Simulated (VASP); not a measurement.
# SiB6 (Pm-3m) in VASP: a series of runs

Runs on SiB6. Level: PBE. Tasks: single point.

Program: VASP 6.6.1. These are calculated values, not measurements. Logs are shortened: lines on timing, memory, paths and dates and some standing lists are left out, and cuts for length are marked.

## 1. The cell of the first run

Symmetry: Pm-3m, No. 221, cubic system. The conventional cell has a = 4.133 Å, b = 4.133 Å, c = 4.133 Å, α = 90.00°, β = 90.00°, γ = 90.00°. Within 4.0 Å of Si (site symmetry m-3m) lie 24 B at 3.04 Å. Within 2.2 Å of B (site symmetry 4mm) lie 5 B at 1.66 to 1.75 Å.

## 2. Single point, PBE

The input, INCAR:

```
SYSTEM = SiB6
PREC     = Accurate       ! precision mode
ENCUT    = 520            ! plane-wave cutoff, eV
EDIFF    = 1E-6           ! SCF threshold, eV
ISMEAR   = 0              ! smearing method
SIGMA    = 0.2            ! smearing width, eV
LREAL    = .FALSE.        ! projectors in reciprocal space
LASPH    = .TRUE.         ! aspherical terms in the spheres
NELM     = 100            ! most SCF steps
ALGO     = Normal         ! electronic algorithm
ISIF     = 2              ! what is computed and relaxed
LWAVE    = .FALSE.        ! write WAVECAR
LCHARG   = .FALSE.        ! write CHGCAR
GGA      = PE             ! functional
NBANDS   = 20             ! bands
```

The input, KPOINTS:

```
Automatic mesh
0
G
  4 4 4
  0 0 0
```

The input, POSCAR:

```
SiB6
1.0
    4.1333631769      0.0000000000      0.0000000000
    0.0000000000      4.1333631769      0.0000000000
    0.0000000000      0.0000000000      4.1333631769
Si B
1 6
Direct
    0.0000000000      0.0000000000      0.0000000000
    0.7997617006      0.5000000000      0.5000000000
    0.2002382994      0.5000000000      0.5000000000
    0.5000000000      0.7997617006      0.5000000000
    0.5000000000      0.2002382994      0.5000000000
    0.5000000000      0.5000000000      0.7997617006
    0.5000000000      0.5000000000      0.2002382994
```

Potentials or basis: VASP PAW PBE potentials, release 64 (Si, B).

Started as:

```bash
cat potpaw_PBE.64/Si/POTCAR potpaw_PBE.64/B/POTCAR > POTCAR
mpirun -np 1 vasp_std > vasp.out
```

OUTCAR:

```text
SYSTEM = SiB6
   PREC = Accurate
   ENCUT = 520
   EDIFF = 1E-6
   ISMEAR = 0
   LREAL = .FALSE.
   LASPH = .TRUE.
   NELM = 100
   ISIF = 2
   GGA = PE

 ion  position               nearest neighbor table
   1  0.000  0.000  0.000-
   2  0.800  0.500  0.500-   3 1.66   4 1.75   5 1.75   6 1.75   7 1.75
   3  0.200  0.500  0.500-   2 1.66   4 1.75   5 1.75   6 1.75   7 1.75
   4  0.500  0.800  0.500-   5 1.66   3 1.75   2 1.75   6 1.75   7 1.75
   5  0.500  0.200  0.500-   4 1.66   3 1.75   2 1.75   6 1.75   7 1.75
   6  0.500  0.500  0.800-   7 1.66   3 1.75   4 1.75   5 1.75   2 1.75
   7  0.500  0.500  0.200-   6 1.66   3 1.75   4 1.75   5 1.75   2 1.75

  LATTYP: Found a simple cubic cell.
 ALAT       =     4.1333631769

  Lattice vectors:

 A1 = (   4.1333631769,   0.0000000000,   0.0000000000)
 A2 = (   0.0000000000,   4.1333631769,   0.0000000000)
 A3 = (   0.0000000000,   0.0000000000,   4.1333631769)

Analysis of symmetry for initial positions (statically):
=====================================================================
 Subroutine PRICEL returns:
 Original cell was already a primitive cell.

 Routine SETGRP: Setting up the symmetry group for a
 simple cubic supercell.

 Subroutine GETGRP returns: Found 48 space group operations
 (whereof 48 operations were pure point group operations)
 out of a pool of 48 trial point group operations.

The static configuration has the point symmetry O_h .

Analysis of symmetry for dynamics (positions and initial velocities):
=====================================================================
 Subroutine PRICEL returns:
 Original cell was already a primitive cell.

 Routine SETGRP: Setting up the symmetry group for a
 simple cubic supercell.

 Subroutine GETGRP returns: Found 48 space group operations
 (whereof 48 operations were pure point group operations)
 out of a pool of 48 trial point group operations.

The dynamic configuration has the point symmetry O_h .

 Subroutine INISYM returns: Found 48 space group operations
 (whereof 48 operations are pure point group operations),
 and found     1 'primitive' translations

----------------------------------------------------------------------------------------

                                     Primitive cell

  volume of cell :      70.6172

  direct lattice vectors                    reciprocal lattice vectors
     4.133363177  0.000000000  0.000000000     0.241933737  0.000000000  0.000000000
     0.000000000  4.133363177  0.000000000     0.000000000  0.241933737  0.000000000
     0.000000000  0.000000000  4.133363177     0.000000000  0.000000000  0.241933737

  length of vectors
     4.133363177  4.133363177  4.133363177     0.241933737  0.241933737  0.241933737

  position of ions in fractional coordinates (direct lattice)
     0.000000000  0.000000000  0.000000000
     0.799761701  0.500000000  0.500000000
     0.200238299  0.500000000  0.500000000
     0.500000000  0.799761701  0.500000000
     0.500000000  0.200238299  0.500000000
     0.500000000  0.500000000  0.799761701
     0.500000000  0.500000000  0.200238299

  ion indices of the primitive-cell ions
   primitive index   ion index
                 1           1
                 2           2
                 3           3
                 4           4
                 5           5
                 6           6
                 7           7

----------------------------------------------------------------------------------------

 KPOINTS: Automatic mesh

Automatic generation of k-mesh.
 Grid dimensions read from file:
 generate k-points for:    4    4    4

 Generating k-lattice:

  Cartesian coordinates                     Fractional coordinates (reciprocal lattice)
     0.060483434  0.000000000  0.000000000     0.250000000  0.000000000  0.000000000
     0.000000000  0.060483434  0.000000000     0.000000000  0.250000000  0.000000000
     0.000000000  0.000000000  0.060483434     0.000000000  0.000000000  0.250000000

  Length of vectors
     0.060483434  0.060483434  0.060483434

  Shift w.r.t. Gamma in fractional coordinates (k-lattice)
     0.000000000  0.000000000  0.000000000

 Subroutine IBZKPT returns following result:
 ===========================================

 Found     10 irreducible k-points:

 Following reciprocal coordinates:
            Coordinates               Weight
  0.000000  0.000000  0.000000      1.000000
  0.250000  0.000000  0.000000      6.000000
  0.500000  0.000000  0.000000      3.000000
  0.250000  0.250000  0.000000     12.000000
  0.500000  0.250000  0.000000     12.000000
  0.500000  0.500000  0.000000      3.000000
  0.250000  0.250000  0.250000      8.000000
  0.500000  0.250000  0.250000     12.000000
  0.500000  0.500000  0.250000      6.000000
  0.500000  0.500000  0.500000      1.000000
   k-points           NKPTS =     10   k-points in BZ     NKDIM =     10   number of bands    NBANDS=     20
   number of dos      NEDOS =    301   number of ions     NIONS =      7
   total plane-waves  NPLWV =  32768
   dimension x,y,z NGX =    32 NGY =   32 NGZ =   32
   dimension x,y,z NGXF=    64 NGYF=   64 NGZF=   64
   ions per type =               1   6
   NGX,Y,Z   is equivalent  to a cutoff of  12.87, 12.87, 12.87 a.u.
   NGXF,Y,Z  is equivalent  to a cutoff of  25.74, 25.74, 25.74 a.u.
 SYSTEM =  SiB6
   PREC   = accura    normal or accurate (medium, high low for compatibility)
   ISTART =      0    job   : 0-new  1-cont  2-samecut
   ICHARG =      2    charge: 1-file 2-atom 10-const
   ISPIN  =      1    spin polarized calculation?
   LNONCOLLINEAR =      F non collinear calculations
   LSORBIT =      F    spin-orbit coupling
   LASPH  =      T    aspherical Exc in radial PAW
   ENCUT  =  520.0 eV  38.22 Ry    6.18 a.u.   7.69  7.69  7.69*2*pi/ulx,y,z
   NELM   =    100;   NELMIN=  2; NELMDL= -5     # of ELM steps
   EDIFF  = 0.1E-05   stopping-criterion for ELM
   LREAL  =      F    real-space projection
   EDIFFG = 0.1E-04   stopping-criterion for IOM
   NSW    =      0    number of steps for IOM
   IBRION =     -1    ionic relax: 0-MD 1-quasi-New 2-CG
   NFREE  =      0    steps in history (QN), initial steepest desc. (CG)
   ISIF   =      2    stress and relaxation
   ISYM   =      2    0-nonsym 1-usesym 2-fastsym
   POTIM  = 0.5000    time-step for ionic-motion
   TEBEG  =    0.0;   TEEND  =   0.0 temperature during run
   PSTRESS=    0.0 pullay stress
   NELECT =      22.0000    total number of electrons
   NUPDOWN=      -1.0000    fix difference up-down
   EMIN   =  10.00;   EMAX   =-10.00  energy-range for DOS
   EFERMI =   0.00;   METHOD = LEGACY
   ISMEAR =     0;   SIGMA  =   0.20  broadening in eV -4-tet -1-fermi 0-gaus
   EFERMI_NEDOS =   21; number of points for ismear=-14 and -15
   IALGO  =     38    algorithm
   IMIX   =      4    mixing-type and parameters
     AMIX     =   0.40;   BMIX     =  1.00
     AMIX_MAG =   1.60;   BMIX_MAG =  1.00
  volume/ion in A,a.u.               =      10.09        68.08
  Fermi-wavevector in a.u.,A,eV,Ry     =   1.109802  2.097222 16.757757  1.231660
  Thomas-Fermi vector in A             =   2.246346
   LORBIT       =      0    0 simple, 1 ext, 2 COOP (PROOUT), +10 PAW based schemes
   GGA     = PE    functional components
   LHFCALC =     F    Hartree Fock is set to
   AEXX    =    0.0000 exact exchange contribution
   IVDW    =     0    specifies the selected vdW correction
   LEPSILON=     F    determine dielectric tensor
   LRPA    =     F    only Hartree local field effects (RPA)
 non-spin polarized calculation
 Gauss-broadening in eV      SIGMA  =   0.20
  energy-cutoff  :      520.00
  volume of cell :       70.62
 maximum number of plane-waves:      1935
 NGX is ok and might be reduce to    32
   NGX = 15   NGY = 15   NGZ = 15

 number of electron      22.0000000 magnetization

 Free energy of the ion-electron system (eV)
  ---------------------------------------------------
  ext. energy  EPLUGINS =         0.00000000
  ---------------------------------------------------
  free energy    TOTEN  =       -42.40084523 eV

  energy without entropy =      -42.37699610  energy(sigma->0) =      -42.38892067

 E-fermi :   5.2534     XC(G=0): -10.5477

 val. band max:        5.2247885247   @ k =   0.5000   0.0000   0.0000
 cond. band min:       5.2977060647   @ k =   0.5000   0.5000   0.0000
 fundamental gap:      0.0729175401
 Fermi energy:         5.2533756345

 k-point     1 :       0.0000    0.0000    0.0000
  band No.  band energies     occupation
      1      -9.6170      2.00000
      2      -3.7097      2.00000
      3      -1.8323      2.00000
      4      -1.8323      2.00000
      5      -1.8323      2.00000
      6      -0.1295      2.00000
[... 12 lines left out ...]
     19      11.5633      0.00000
     20      15.5011      0.00000

 k-point     2 :       0.2500    0.0000    0.0000
  band No.  band energies     occupation
      1      -9.3996      2.00000
      2      -4.6615      2.00000
      3      -1.9737      2.00000
      4      -1.5095      2.00000
      5      -1.5095      2.00000
      6       0.0168      2.00000
[... 12 lines left out ...]
     19      13.6727      0.00000
     20      14.0021      0.00000

 k-point     3 :       0.5000    0.0000    0.0000
  band No.  band energies     occupation
      1      -9.1270      2.00000
      2      -5.5012      2.00000
      3      -1.6146      2.00000
      4      -1.0449      2.00000
      5      -1.0449      2.00000
      6       0.0592      2.00000
[... 12 lines left out ...]
     19      13.7346      0.00000
     20      13.8479      0.00000

 k-point     4 :       0.2500    0.2500    0.0000
  band No.  band energies     occupation
      1      -9.2069      2.00000
      2      -4.6203      2.00000
      3      -3.3536      2.00000
      4      -1.1928      2.00000
      5      -0.9054      2.00000
      6      -0.3082      2.00000
[... 12 lines left out ...]
     19      13.2464      0.00000
     20      13.7287      0.00000

 k-point     5 :       0.5000    0.2500    0.0000
  band No.  band energies     occupation
      1      -8.9734      2.00000
      2      -5.0582      2.00000
      3      -3.2496      2.00000
      4      -1.5142      2.00000
      5      -0.7402      2.00000
      6      -0.6155      2.00000
[... 12 lines left out ...]
     19      13.8735      0.00000
     20      14.7579      0.00000

 k-point     6 :       0.5000    0.5000    0.0000
  band No.  band energies     occupation
      1      -8.7954      2.00000
      2      -4.1080      2.00000
      3      -4.1080      2.00000
      4      -3.1673      2.00000
      5      -0.4592      2.00000
      6      -0.3107      2.00000
[... 12 lines left out ...]
     19      13.6421      0.00000
     20      14.2613      0.00000

 k-point     7 :       0.2500    0.2500    0.2500
  band No.  band energies     occupation
      1      -9.0351      2.00000
      2      -4.4468      2.00000
      3      -3.0434      2.00000
      4      -3.0434      2.00000
      5      -0.7480      2.00000
      6       1.1986      2.00000
[... 12 lines left out ...]
     19      13.8929      0.00000
     20      13.8929      0.00000

 k-point     8 :       0.5000    0.2500    0.2500
  band No.  band energies     occupation
      1      -8.8325      2.00000
      2      -4.6340      2.00000
      3      -3.1802      2.00000
      4      -2.6045      2.00000
      5      -1.6759      2.00000
      6       0.4137      2.00000
[... 12 lines left out ...]
     19      13.1445      0.00000
     20      15.1148      0.00000

 k-point     9 :       0.5000    0.5000    0.2500
  band No.  band energies     occupation
      1      -8.6717      2.00000
      2      -3.7880      2.00000
      3      -3.7880      2.00000
      4      -2.7232      2.00000
      5      -2.4941      2.00000
      6       0.8045      2.00000
[... 12 lines left out ...]
     19      14.0110      0.00000
     20      14.8850      0.00000

 k-point    10 :       0.5000    0.5000    0.5000
  band No.  band energies     occupation
      1      -8.5328      2.00000
      2      -3.3255      2.00000
      3      -3.3255      2.00000
      4      -3.3255      2.00000
      5      -1.8671      2.00000
      6      -0.4452      2.00000
[... 12 lines left out ...]
     19      13.8560      0.00000
     20      13.8560      0.00000

------------------------ aborting loop because EDIFF is reached ----------------------------------------

  FORCE on cell =-STRESS in cart. coord.  units (eV):
  Direction    XX          YY          ZZ          XY          YZ          ZX
  --------------------------------------------------------------------------------------
  -------------------------------------------------------------------------------------
  Total        0.0358492      0.0358492      0.0358492      0.0000000      0.0000000     -0.0000000
  in kB        0.8133525      0.8133525      0.8133525      0.0000000      0.0000000     -0.0000000
  external PRESSURE =       0.8133525 kB  Pullay stress =       0.0000000 kB

 VOLUME and BASIS-vectors are now :
 -----------------------------------------------------------------------------
  energy-cutoff  :      520.00
  volume of cell :       70.62
      direct lattice vectors                 reciprocal lattice vectors
     4.133363177  0.000000000  0.000000000     0.241933737  0.000000000  0.000000000
     0.000000000  4.133363177  0.000000000     0.000000000  0.241933737  0.000000000
     0.000000000  0.000000000  4.133363177     0.000000000  0.000000000  0.241933737

 POSITION                                       TOTAL-FORCE (eV/Angst)
 -----------------------------------------------------------------------------------
      0.00000      0.00000      0.00000         0.000000      0.000000      0.000000
      3.30571      2.06668      2.06668         0.012765      0.000000      0.000000
      0.82766      2.06668      2.06668        -0.012765      0.000000      0.000000
      2.06668      3.30571      2.06668         0.000000      0.012765      0.000000
      2.06668      0.82766      2.06668         0.000000     -0.012765      0.000000
      2.06668      2.06668      3.30571         0.000000      0.000000      0.012765
      2.06668      2.06668      0.82766         0.000000      0.000000     -0.012765
 -----------------------------------------------------------------------------------
    total drift:                                0.000000     -0.000000     -0.000000

  FREE ENERGIE OF THE ION-ELECTRON SYSTEM (eV)
  ---------------------------------------------------
  free  energy   TOTEN  =       -42.4008452348 eV

  energy  without entropy=      -42.3769960969  energy(sigma->0) =      -42.38892067
```

Run time: 5.9 s. Hardware: 1 thread of Intel Xeon 6975P-C (Granite Rapids), shared host; peak memory 0.16 GiB.

What came out:

| Property | Result |
| --- | --- |
| Free energy | -42.4008 eV |
| Pressure | 0.1 GPa |
| Largest force | 0.013 eV/Å |
| Band gap on the k mesh | 0.07 eV, indirect (least direct gap 0.68 eV) |

Forces in eV/Å, atoms in the order of the input:
```
Si   0.000  0.000  0.000
B    0.013  0.000  0.000
B   -0.013  0.000  0.000
B    0.000  0.013  0.000
B    0.000 -0.013  0.000
B    0.000  0.000  0.013
B    0.000  0.000 -0.013
```

A k mesh can miss the band edges.

## 3. Single point, PBE

The input, INCAR:

```
SYSTEM = SiB6
  ALGO = Normal
  EDIFF = 1E-6
  ENCUT = 520
  GGA = PE
  ISIF = 2
  ISMEAR = 0
  LASPH = .True.
  LCHARG = .False.
  LREAL = .False.
  LWAVE = .False.
  NBANDS = 20
  NELM = 60
  PREC = Accurate
  SIGMA = 0.2
```

The input, KPOINTS:

```
k-points
0
Gamma
  6 6 6
  0 0 0
```

The input, POSCAR:

```
SiB6
1.0
    4.1328266830      0.0000000000      0.0000000000
    0.0000000000      4.1328266830      0.0000000000
    0.0000000000      0.0000000000      4.1328266830
Si B
1 6
Direct
    0.0000000000      0.0000000000      1.0000000000
    0.7997844009      0.5000000000      0.5000000000
    0.2002155991      0.5000000000      0.5000000000
    0.5000000000      0.7997844009      0.5000000000
    0.5000000000      0.2002155991      0.5000000000
    0.5000000000      0.5000000000      0.7997844009
    0.5000000000      0.5000000000      0.2002155991
```

Potentials or basis: VASP PAW PBE potentials, release 64 (Si, B).

Started as:

```bash
cat potpaw_PBE.64/Si/POTCAR potpaw_PBE.64/B/POTCAR > POTCAR
mpirun -np 1 vasp_std > vasp.out
```

Wall time 9.4 s (1 thread of Intel Xeon 6975P-C (Granite Rapids), shared host); peak memory 0.17 GiB.

It converged, with:

* Free energy: -42.4598 eV
* Pressure: 0.1 GPa
* Largest force: 0.034 eV/Å
* Band gap on the k mesh: 0.07 eV, indirect (least direct gap 0.68 eV)

Forces in eV/Å, atoms in the order of the input:
```
Si   0.000  0.000  0.000
B    0.034  0.000  0.000
B   -0.034  0.000  0.000
B    0.000  0.034  0.000
B    0.000 -0.034  0.000
B    0.000  0.000  0.034
B    0.000  0.000 -0.034
```

Levels at points of the mesh, in eV from the valence-band top:
```csv
k point,band 7,band 8,band 9,band 10,band 11,band 12,band 13,band 14,band 15,band 16
"(0.00, 0.00, 0.00)",-5.35,-3.63,-0.22,-0.22,-0.22,1.17,1.17,1.17,2.79,2.79
"(0.50, 0.00, 0.00)",-5.04,-3.33,-3.33,-1.90,0.00,0.68,1.61,2.44,2.44,4.27
"(0.50, 0.50, 0.00)",-2.57,-2.57,-2.12,-1.69,-1.69,0.07,0.07,0.29,5.84,5.84
"(0.50, 0.50, 0.50)",-5.67,-5.67,-1.29,-1.29,-1.29,3.09,3.09,3.09,5.82,7.87
```

A k mesh can miss the band edges.
